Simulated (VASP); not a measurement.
# Ta2N (P-3m1) in VASP: further runs, part 2 of 2

VASP 6.6.1. Earlier steps stand in the parts before.

### Step 3. Single point, LDA (13.65 Å³/atom)

This run uses another cell than the first one, of 13.65 Å³/atom.

Input file INCAR:

```
  ALGO = Normal
  EDIFF = 1E-6
  ENCUT = 700
  GGA = CA
  GGA_COMPAT = F
  ISIF = 2
  ISMEAR = 0
  LASPH = T
  LCHARG = F
  LREAL = F
  LWAVE = F
  NBANDS = 22
  NELM = 120
  PREC = Accurate
  SIGMA = 0.15
```

Input file KPOINTS:

```
k-points
0
Gamma
  18 18 10
```

Input file POSCAR:

```
Ta2N
1.0
    3.0331521400      0.0000000000      0.0000000000
   -1.5165760700      2.6267868068      0.0000000000
    0.0000000000      0.0000000000      5.1381597252
Ta N
2 1
Direct
    0.6666666667      0.3333333333      0.7466885012
    0.3333333333      0.6666666667      0.2533114988
    0.0000000000      0.0000000000      0.0000000000
```

Potentials or basis: VASP PAW LDA potentials, release 64 (Ta_sv_GW, N).

The run is started by

```console
$ cat potpaw_LDA.64/Ta_sv_GW/POTCAR potpaw_LDA.64/N/POTCAR > POTCAR
$ mpirun -np 1 vasp_std > vasp.out
```

OUTCAR:

```text
EDIFF = 1E-6
   ENCUT = 700
   GGA = CA
   ISIF = 2
   ISMEAR = 0
   LASPH = T
   LREAL = F
   NELM = 120
   PREC = Accurate

 ion  position               nearest neighbor table
   1  0.667  0.333  0.747-   3 2.18   3 2.18   3 2.18   2 3.08   2 3.08   2 3.08   2 3.14   2 3.14
                             2 3.14
   2  0.333  0.667  0.253-   3 2.18   3 2.18   3 2.18   1 3.08   1 3.08   1 3.08   1 3.14   1 3.14
                             1 3.14
   3  0.000  0.000  0.000-   1 2.18   2 2.18   1 2.18   2 2.18   1 2.18   2 2.18

  LATTYP: Found a hexagonal cell.
 ALAT       =     3.0331521400
 C/A-ratio  =     1.6940000000

  Lattice vectors:

 A1 = (   3.0331521400,   0.0000000000,   0.0000000000)
 A2 = (  -1.5165760700,   2.6267868068,   0.0000000000)
 A3 = (   0.0000000000,   0.0000000000,   5.1381597252)

Analysis of symmetry for initial positions (statically):
=====================================================================
 Subroutine PRICEL returns:
 Original cell was already a primitive cell.

 Routine SETGRP: Setting up the symmetry group for a
 hexagonal supercell.

 Subroutine GETGRP returns: Found 12 space group operations
 (whereof 12 operations were pure point group operations)
 out of a pool of 24 trial point group operations.

The static configuration has the point symmetry D_3d.

Analysis of symmetry for dynamics (positions and initial velocities):
=====================================================================
 Subroutine PRICEL returns:
 Original cell was already a primitive cell.

 Routine SETGRP: Setting up the symmetry group for a
 hexagonal supercell.

 Subroutine GETGRP returns: Found 12 space group operations
 (whereof 12 operations were pure point group operations)
 out of a pool of 24 trial point group operations.

The dynamic configuration has the point symmetry D_3d.

 Subroutine INISYM returns: Found 12 space group operations
[... 110 lines left out ...]
   NELECT =      31.0000    total number of electrons
   NUPDOWN=      -1.0000    fix difference up-down
   EMIN   =  10.00;   EMAX   =-10.00  energy-range for DOS
   EFERMI =   0.00;   METHOD = LEGACY
   ISMEAR =     0;   SIGMA  =   0.15  broadening in eV -4-tet -1-fermi 0-gaus
   EFERMI_NEDOS =   21; number of points for ismear=-14 and -15
   IALGO  =     38    algorithm
   IMIX   =      4    mixing-type and parameters
     AMIX     =   0.40;   BMIX     =  1.00
     AMIX_MAG =   1.60;   BMIX_MAG =  1.00
  volume/ion in A,a.u.               =      13.65        92.09
  Fermi-wavevector in a.u.,A,eV,Ry     =   1.492175  2.819802 30.294558  2.226587
  Thomas-Fermi vector in A             =   2.604737
   LORBIT       =      0    0 simple, 1 ext, 2 COOP (PROOUT), +10 PAW based schemes
   GGA     = CA    functional components
   LHFCALC =     F    Hartree Fock is set to
   AEXX    =    0.0000 exact exchange contribution
   IVDW    =     0    specifies the selected vdW correction
   LEPSILON=     F    determine dielectric tensor
   LRPA    =     F    only Hartree local field effects (RPA)
 non-spin polarized calculation
 Gauss-broadening in eV      SIGMA  =   0.15
  energy-cutoff  :      700.00
  volume of cell :       40.94
 maximum number of plane-waves:      1762
 NGX is ok and might be reduce to    28
   NGX = 13   NGY = 13   NGZ = 23

 number of electron      31.0000001 magnetization

 Free energy of the ion-electron system (eV)
  ---------------------------------------------------
  ext. energy  EPLUGINS =         0.00000000
  ---------------------------------------------------
  free energy    TOTEN  =       -42.47406212 eV

  energy without entropy =      -42.45936363  energy(sigma->0) =      -42.46671288

 E-fermi :  11.4519     XC(G=0): -13.4524

 val. band max:       11.4516211977   @ k =   0.0000   0.1667   0.2000
 cond. band min:      11.4531134690   @ k =   0.0000   0.1111   0.1000
 fundamental gap:      0.0014922713
 Fermi energy:        11.4519153763

 k-point     1 :       0.0000    0.0000    0.0000
  band No.  band energies     occupation
      1     -56.7733      2.00000
      2     -56.7178      2.00000
      3     -23.9537      2.00000
      4     -23.1525      2.00000
      5     -23.1525      2.00000
      6     -23.1320      2.00000
[... 589 lines left out ...]
     21      16.0938      0.00000
     22      16.4991      0.00000

 [... further k-points ...]
[... 5 lines left out ...]
  --------------------------------------------------------------------------------------
  -------------------------------------------------------------------------------------
  Total       -2.1670165     -2.1670165     -5.9510859      0.0000000     -0.0000000      0.0000000
  in kB      -84.8098274    -84.8098274   -232.9057321      0.0000000     -0.0000000      0.0000000
  external PRESSURE =    -134.1751289 kB  Pullay stress =       0.0000000 kB

 VOLUME and BASIS-vectors are now :
 -----------------------------------------------------------------------------
  energy-cutoff  :      700.00
  volume of cell :       40.94
      direct lattice vectors                 reciprocal lattice vectors
     3.033152140  0.000000000  0.000000000     0.329690023  0.190346624  0.000000000
    -1.516576070  2.626786807  0.000000000     0.000000000  0.380693248  0.000000000
     0.000000000  0.000000000  5.138159725     0.000000000  0.000000000  0.194622210

 POSITION                                       TOTAL-FORCE (eV/Angst)
 -----------------------------------------------------------------------------------
      1.51658      0.87560      3.83660        -0.000000      0.000000     -0.209618
     -0.00000      1.75119      1.30155         0.000000     -0.000000      0.209618
      0.00000      0.00000      0.00000        -0.000000      0.000000      0.000000
 -----------------------------------------------------------------------------------
    total drift:                               -0.000000      0.000000      0.000000

  FREE ENERGIE OF THE ION-ELECTRON SYSTEM (eV)
  ---------------------------------------------------
  free  energy   TOTEN  =       -42.4740621240 eV

  energy  without entropy=      -42.4593636282  energy(sigma->0) =      -42.46671288
```

stdout:

```text
POSCAR found type information on POSCAR TaN
 POSCAR found :  2 types and       3 ions
 scaLAPACK will be used
 LDA part: xc-table for (Slater(with rela. corr.)+CA(PZ))
 , standard interpolation
 POSCAR, INCAR and KPOINTS ok, starting setup
 FFT: planning ... GRIDC
 FFT: planning ... GRID_SOFT
 FFT: planning ... GRID
 WAVECAR not read
 entering main loop
```

Run time: 6.7 min. Hardware: 1 thread of AMD EPYC 7R13 (Zen 3), shared host; peak memory 0.49 GiB.

Results:

```yaml
Free_energy: -42.4741 eV
Pressure: -13.4 GPa
Largest_force: 0.210 eV/Å
Band_gap_on_the_k_mesh: zero (an odd number of electrons rules out a gap without spin polarisation)
```

Forces on the atoms (eV/Å):
```
Ta   0.000  0.000 -0.210
Ta   0.000  0.000  0.210
N    0.000  0.000  0.000
```

Levels at points of the mesh, in eV from the Fermi level:
| k point | band 12 | band 13 | band 14 | band 15 | band 16 | band 17 | band 18 | band 19 | band 20 | band 21 |
| --- | --- | --- | --- | --- | --- | --- | --- | --- | --- | --- |
| (0.00, 0.00, 0.00) | -5.60 | -4.90 | -1.28 | -0.21 | -0.21 | 0.26 | 0.87 | 0.87 | 1.24 | 1.24 |
| (0.50, 0.00, 0.00) | -6.02 | -4.46 | -2.25 | -1.07 | 0.86 | 2.58 | 3.76 | 4.09 | 4.10 | 4.67 |
| (0.00, 0.00, 0.50) | -5.73 | -3.26 | -2.80 | -0.77 | -0.77 | 1.37 | 2.27 | 2.27 | 2.27 | 2.27 |
| (0.50, 0.00, 0.50) | -5.81 | -3.48 | -1.85 | -1.85 | -0.48 | 1.09 | 3.88 | 4.10 | 4.25 | 4.49 |

Caveat: the stress differs along the axes, from -23 to -8 GPa; spin-orbit coupling is left out, which moves the levels of the heavy elements.

### Step 4. Single point, LDA (12.26 Å³/atom)

This run uses another cell than the first one, of 12.26 Å³/atom.

Input file INCAR:

```
  ALGO = Normal
  EDIFF = 1E-6
  ENCUT = 700
  GGA_COMPAT = False
  ISIF = 2
  ISMEAR = 0
  LASPH = True
  LCHARG = False
  LREAL = False
  LWAVE = False
  NBANDS = 22
  NELM = 120
  PREC = Accurate
  SIGMA = 0.15
```

KPOINTS is that of step 3.

Input file POSCAR:

```
Ta2N
1.0
    3.0604250815      0.0000000000      0.0000000000
   -1.5302125408      2.6504058669      0.0000000000
    0.0000000000      0.0000000000      4.5358560132
Ta N
2 1
Direct
    0.6666666667      0.3333333333      0.7466885012
    0.3333333333      0.6666666667      0.2533114988
    0.0000000000      0.0000000000      0.0000000000
```

The run is started by

```console
$ cat potpaw_LDA.64/Ta_sv_GW/POTCAR potpaw_LDA.64/N/POTCAR > POTCAR
$ mpirun -np 1 vasp_std > vasp.out
```

Wall time 6.2 min (1 thread of Intel Xeon Platinum 8259CL at 2.50GHz (Skylake/Cascade Lake), shared host); peak memory 0.49 GiB.

Results (log left out):

```yaml
Free_energy: -42.4671 eV
Pressure: 21.1 GPa
Largest_force: 0.027 eV/Å
Band_gap_on_the_k_mesh: zero (an odd number of electrons rules out a gap without spin polarisation)
```

Forces on the atoms (eV/Å):
```
Ta   0.000  0.000 -0.027
Ta   0.000  0.000  0.027
N    0.000  0.000  0.000
```

Stress tensor (GPa, compression positive):
```
16.14  0.00  0.00
 0.00 16.14  0.00
 0.00  0.00 30.92
```

Levels at points of the mesh, in eV from the Fermi level:
```csv
k point,band 13,band 14,band 15,band 16,band 17,band 18
"(0.00, 0.00, 0.00)",-4.49,-0.25,-0.25,-0.16,-0.07,-0.07
"(0.50, 0.00, 0.00)",-5.03,-2.70,-1.24,1.75,2.81,4.05
"(0.00, 0.00, 0.50)",-2.58,-2.23,-1.54,-1.54,2.31,2.52
"(0.50, 0.00, 0.50)",-3.37,-2.06,-1.96,0.14,0.71,3.29
```

Caveat: the stress differs along the axes, from 16 to 31 GPa; spin-orbit coupling is left out, which moves the levels of the heavy elements.

### Step 5. The runs side by side

```csv
cell,gap on the mesh (eV),pressure (GPa),largest force (eV/Å)
"a = 2.954, b = 2.954, c = 5.005 Å, angles 90.0, 90.0, 120.0°, 3 atoms",none,10.8,0.91
"a = 3.033, b = 3.033, c = 5.138 Å, angles 90.0, 90.0, 120.0°, 3 atoms",none,-13.4,0.21
"a = 3.060, b = 3.060, c = 4.536 Å, angles 90.0, 90.0, 120.0°, 3 atoms",none,21.1,0.03
```

Alike in all rows: task single point; level LDA; potentials or basis VASP PAW LDA potentials, release 64 (Ta_sv_GW, N); no spin polarisation; k mesh 18 × 18 × 10; cutoff (eV) 700; smearing gaussian 0.15 eV.

Caveats: spin-orbit coupling is left out, which moves the levels of the heavy elements; the stress differs along the axes, from -1 to 17 GPa (at least some runs); the stress differs along the axes, from -23 to -8 GPa (at least some runs); the stress differs along the axes, from 16 to 31 GPa (at least some runs).

Absolute energies hang on the potentials; compare differences alone.

The gap in the log of VASP goes by the Fermi energy; the results here count the filled bands.